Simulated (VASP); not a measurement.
# Rh (Fm-3m) in VASP: a series of runs, part 2 of 2

VASP 6.6.1. Earlier steps stand in the parts before.

### Step 4. Single point, r2SCAN

This run uses another cell than the first one, of 13.36 Å³/atom.

The input, POSCAR:

```
Rh
1.0
    0.0000000000      1.8832535425      1.8832535425
    1.8832535425      0.0000000000      1.8832535425
    1.8832535425      1.8832535425      0.0000000000
Rh
1
Direct
    0.0000000000      0.0000000000      0.0000000000
```

The input, INCAR.step1:

```
SYSTEM = Rh
PREC = Accurate
ENCUT = 520
ISMEAR = 0
SIGMA = 0.1
LREAL = .FALSE.
LASPH = .TRUE.
NELM = 60
NBANDS = 14
GGA = PE
ALGO = Normal
EDIFF = 1E-4
LWAVE = .TRUE.
LCHARG = .FALSE.
```

The input, INCAR.step2:

```
SYSTEM = Rh
PREC = Accurate
ENCUT = 520
EDIFF = 1E-7
ISMEAR = 0
SIGMA = 0.1
LREAL = .FALSE.
LASPH = .TRUE.
NELM = 60
ALGO = Normal
ISIF = 2
LWAVE = .FALSE.
LCHARG = .FALSE.
METAGGA = R2SCAN
LMIXTAU = .TRUE.
NBANDS = 14
ISTART = 1
```

The input, KPOINTS:

```
Automatic mesh
0
G
  18 18 18
  0 0 0
```

Potentials or basis: VASP PAW PBE potentials, release 64 (Rh_pv).

Launch:

```sh
> cat potpaw_PBE.64/Rh_pv/POTCAR > POTCAR
> cp INCAR.step1 INCAR
> mpirun -np 1 vasp_std > vasp.out
> cp INCAR.step2 INCAR
> mpirun -np 1 vasp_std > vasp.out
```

OUTCAR:

```text
SYSTEM = Rh
   PREC = Accurate
   ENCUT = 520
   EDIFF = 1E-7
   ISMEAR = 0
   LREAL = .FALSE.
   LASPH = .TRUE.
   NELM = 60
   ISIF = 2
   METAGGA = R2SCAN
   ISTART = 1

 ion  position               nearest neighbor table
   1  0.000  0.000  0.000-

  LATTYP: Found a face centered cubic cell.
 ALAT       =     3.7665070850

  Lattice vectors:

 A1 = (   0.0000000000,   1.8832535425,   1.8832535425)
 A2 = (   1.8832535425,   0.0000000000,   1.8832535425)
 A3 = (   1.8832535425,   1.8832535425,   0.0000000000)

Analysis of symmetry for initial positions (statically):
=====================================================================
 Subroutine PRICEL returns:
 Original cell was already a primitive cell.

 Routine SETGRP: Setting up the symmetry group for a
 face centered cubic supercell.

 Subroutine GETGRP returns: Found 48 space group operations
 (whereof 48 operations were pure point group operations)
 out of a pool of 48 trial point group operations.

The static configuration has the point symmetry O_h .

Analysis of symmetry for dynamics (positions and initial velocities):
=====================================================================
 Subroutine PRICEL returns:
 Original cell was already a primitive cell.

 Routine SETGRP: Setting up the symmetry group for a
 face centered cubic supercell.

 Subroutine GETGRP returns: Found 48 space group operations
 (whereof 48 operations were pure point group operations)
 out of a pool of 48 trial point group operations.

The dynamic configuration has the point symmetry O_h .

 Subroutine INISYM returns: Found 48 space group operations
 (whereof 48 operations are pure point group operations),
 and found     1 'primitive' translations

----------------------------------------------------------------------------------------

                                     Primitive cell

  volume of cell :      13.3585

  direct lattice vectors                    reciprocal lattice vectors
     0.000000000  1.883253543  1.883253543    -0.265497974  0.265497974  0.265497974
     1.883253543  0.000000000  1.883253543     0.265497974 -0.265497974  0.265497974
     1.883253543  1.883253543  0.000000000     0.265497974  0.265497974 -0.265497974

  length of vectors
     2.663322701  2.663322701  2.663322701     0.459855980  0.459855980  0.459855980

  position of ions in fractional coordinates (direct lattice)
     0.000000000  0.000000000  0.000000000

  ion indices of the primitive-cell ions
   primitive index   ion index
                 1           1

----------------------------------------------------------------------------------------

 KPOINTS: Automatic mesh

Automatic generation of k-mesh.
 Grid dimensions read from file:
 generate k-points for:   18   18   18

 Generating k-lattice:

  Cartesian coordinates                     Fractional coordinates (reciprocal lattice)
    -0.014749887  0.014749887  0.014749887     0.055555556  0.000000000  0.000000000
     0.014749887 -0.014749887  0.014749887     0.000000000  0.055555556  0.000000000
     0.014749887  0.014749887 -0.014749887     0.000000000  0.000000000  0.055555556

  Length of vectors
     0.025547554  0.025547554  0.025547554

  Shift w.r.t. Gamma in fractional coordinates (k-lattice)
     0.000000000  0.000000000  0.000000000

 Subroutine IBZKPT returns following result:
 ===========================================

 Found    195 irreducible k-points:

 Following reciprocal coordinates:
            Coordinates               Weight
  0.000000  0.000000  0.000000      1.000000
  0.055556  0.000000  0.000000      8.000000
  0.111111  0.000000  0.000000      8.000000
  0.166667  0.000000  0.000000      8.000000
  0.222222  0.000000  0.000000      8.000000
  0.277778  0.000000  0.000000      8.000000
[... 16 lines left out ...]
 -0.277778  0.055556  0.000000     24.000000
 -0.222222  0.055556  0.000000     24.000000
 [... further k-points ...]
   k-points           NKPTS =    195   k-points in BZ     NKDIM =    195   number of bands    NBANDS=     14
   number of dos      NEDOS =    301   number of ions     NIONS =      1
   total plane-waves  NPLWV =   8000
   dimension x,y,z NGX =    20 NGY =   20 NGZ =   20
   dimension x,y,z NGXF=    40 NGYF=   40 NGZF=   40
   ions per type =               1
   NGX,Y,Z   is equivalent  to a cutoff of  12.48, 12.48, 12.48 a.u.
   NGXF,Y,Z  is equivalent  to a cutoff of  24.97, 24.97, 24.97 a.u.
 SYSTEM =  Rh
   PREC   = accura    normal or accurate (medium, high low for compatibility)
   ISTART =      1    job   : 0-new  1-cont  2-samecut
   ICHARG =      0    charge: 1-file 2-atom 10-const
   ISPIN  =      1    spin polarized calculation?
   LNONCOLLINEAR =      F non collinear calculations
   LSORBIT =      F    spin-orbit coupling
   LASPH  =      T    aspherical Exc in radial PAW
   ENCUT  =  520.0 eV  38.22 Ry    6.18 a.u.   4.95  4.95  4.95*2*pi/ulx,y,z
   NELM   =     60;   NELMIN=  2; NELMDL=  0     # of ELM steps
   EDIFF  = 0.1E-06   stopping-criterion for ELM
   LREAL  =      F    real-space projection
   EDIFFG = 0.1E-05   stopping-criterion for IOM
   NSW    =      0    number of steps for IOM
   IBRION =     -1    ionic relax: 0-MD 1-quasi-New 2-CG
   NFREE  =      0    steps in history (QN), initial steepest desc. (CG)
   ISIF   =      2    stress and relaxation
   ISYM   =      2    0-nonsym 1-usesym 2-fastsym
   POTIM  = 0.5000    time-step for ionic-motion
   TEBEG  =    0.0;   TEEND  =   0.0 temperature during run
   PSTRESS=    0.0 pullay stress
   NELECT =      15.0000    total number of electrons
   NUPDOWN=      -1.0000    fix difference up-down
   EMIN   =  10.00;   EMAX   =-10.00  energy-range for DOS
   EFERMI =   0.00;   METHOD = LEGACY
   ISMEAR =     0;   SIGMA  =   0.10  broadening in eV -4-tet -1-fermi 0-gaus
   EFERMI_NEDOS =   21; number of points for ismear=-14 and -15
   IALGO  =     38    algorithm
   IMIX   =      4    mixing-type and parameters
     AMIX     =   0.40;   BMIX     =  1.00
     AMIX_MAG =   1.60;   BMIX_MAG =  1.00
  volume/ion in A,a.u.               =      13.36        90.15
  Fermi-wavevector in a.u.,A,eV,Ry     =   1.701583  3.215526 39.394098  2.895385
  Thomas-Fermi vector in A             =   2.781509
   LORBIT       =      0    0 simple, 1 ext, 2 COOP (PROOUT), +10 PAW based schemes
   METAGGA = R2SCAN    functional components
   LHFCALC =     F    Hartree Fock is set to
   AEXX    =    0.0000 exact exchange contribution
   IVDW    =     0    specifies the selected vdW correction
   LEPSILON=     F    determine dielectric tensor
   LRPA    =     F    only Hartree local field effects (RPA)
 non-spin polarized calculation
 Gauss-broadening in eV      SIGMA  =   0.10
  energy-cutoff  :      520.00
  volume of cell :       13.36
 maximum number of plane-waves:       370
   NGX =  9   NGY =  9   NGZ =  9

 number of electron      15.0000005 magnetization

 Free energy of the ion-electron system (eV)
  ---------------------------------------------------
  ext. energy  EPLUGINS =         0.00000000
  ---------------------------------------------------
  free energy    TOTEN  =       -24.12798592 eV

  energy without entropy =      -24.12152863  energy(sigma->0) =      -24.12475727

 E-fermi :  12.2771     XC(G=0): -15.4240

 val. band max:       12.2751155182   @ k =   0.5000   0.2222   0.1111
 cond. band min:      12.2931617292   @ k =  -0.2778   0.3333   0.1111
 fundamental gap:      0.0180462110
 Fermi energy:        12.2771352434

 k-point     1 :       0.0000    0.0000    0.0000
  band No.  band energies     occupation
      1     -35.5740      2.00000
      2     -35.5740      2.00000
      3     -35.5740      2.00000
      4       3.8693      2.00000
      5       8.9496      2.00000
      6       8.9496      2.00000
      7       8.9496      2.00000
      8      11.1510      2.00000
      9      11.1510      2.00000
     10      28.9618      0.00000
     11      29.6095      0.00000
     12      34.8849      0.00000
     13      34.8849      0.00000
     14      34.8849      0.00000
[... 375 lines left out ...]
 k-point    24 :      -0.2222    0.0556    0.0000
  band No.  band energies     occupation
      1     -35.9943      2.00000
      2     -35.6591      2.00000
      3     -35.6213      2.00000
      4       5.7870      2.00000
      5       8.6078      2.00000
      6       9.3589      2.00000
      7       9.4126      2.00000
      8      10.9595      2.00000
      9      11.7054      2.00000
     10      28.7151      0.00000
     11      29.6104      0.00000
     12      30.8732      0.00000
     13      36.5772      0.00000
     14      38.5097      0.00000

 [... further k-points ...]

------------------------ aborting loop because EDIFF is reached ----------------------------------------

  FORCE on cell =-STRESS in cart. coord.  units (eV):
  Direction    XX          YY          ZZ          XY          YZ          ZX
  --------------------------------------------------------------------------------------
  -------------------------------------------------------------------------------------
  Total        0.7828566      0.7828566      0.7828566      0.0000000      0.0000000      0.0000000
  in kB       93.8936881     93.8936881     93.8936881      0.0000000      0.0000000      0.0000000
  external PRESSURE =      93.8936881 kB  Pullay stress =       0.0000000 kB

 VOLUME and BASIS-vectors are now :
 -----------------------------------------------------------------------------
  energy-cutoff  :      520.00
  volume of cell :       13.36
      direct lattice vectors                 reciprocal lattice vectors
     0.000000000  1.883253543  1.883253543    -0.265497974  0.265497974  0.265497974
     1.883253543  0.000000000  1.883253543     0.265497974 -0.265497974  0.265497974
     1.883253543  1.883253543  0.000000000     0.265497974  0.265497974 -0.265497974

 POSITION                                       TOTAL-FORCE (eV/Angst)
 -----------------------------------------------------------------------------------
      0.00000      0.00000      0.00000         0.000000     -0.000000      0.000000
 -----------------------------------------------------------------------------------
    total drift:                               -0.000000     -0.000000     -0.000000

  FREE ENERGIE OF THE ION-ELECTRON SYSTEM (eV)
  ---------------------------------------------------
  free  energy   TOTEN  =       -24.1279859155 eV

  energy  without entropy=      -24.1215286272  energy(sigma->0) =      -24.12475727
```

It took 6.3 min on 1 thread of AMD EPYC, shared host; peak memory 0.12 GiB.

What came out:

| Item | Value |
| --- | --- |
| Free energy | -24.1280 eV |
| Pressure | 9.4 GPa |
| Band gap on the k mesh | zero (an odd number of electrons rules out a gap without spin polarisation) |

Caveat: the cell stands under pressure; an empty level that is flat over the whole mesh can mark a ghost state of the potentials, or a narrow d or f band; the PAW data sets were made with another functional, which shifts forces and pressure a little.

### Step 5. The runs side by side

```tsv
cell	gap on the mesh (eV)	pressure (GPa)
a = 2.612 Å, angles 60.0°, 1 atom	none	31.8
a = 2.645 Å, angles 60.0°, 1 atom	none	16.5
a = 2.663 Å, angles 60.0°, 1 atom	none	9.4
```

Alike in all rows: task single point; level r2SCAN; potentials or basis VASP PAW PBE potentials, release 64 (Rh_pv); no spin polarisation; k mesh 18 × 18 × 18; cutoff (eV) 520; smearing gaussian 0.1 eV.

Caveats: the cell stands under pressure; the PAW data sets were made with another functional, which shifts forces and pressure a little; an empty level that is flat over the whole mesh can mark a ghost state of the potentials, or a narrow d or f band (at least some runs).

Absolute energies hang on the potentials; compare differences alone.
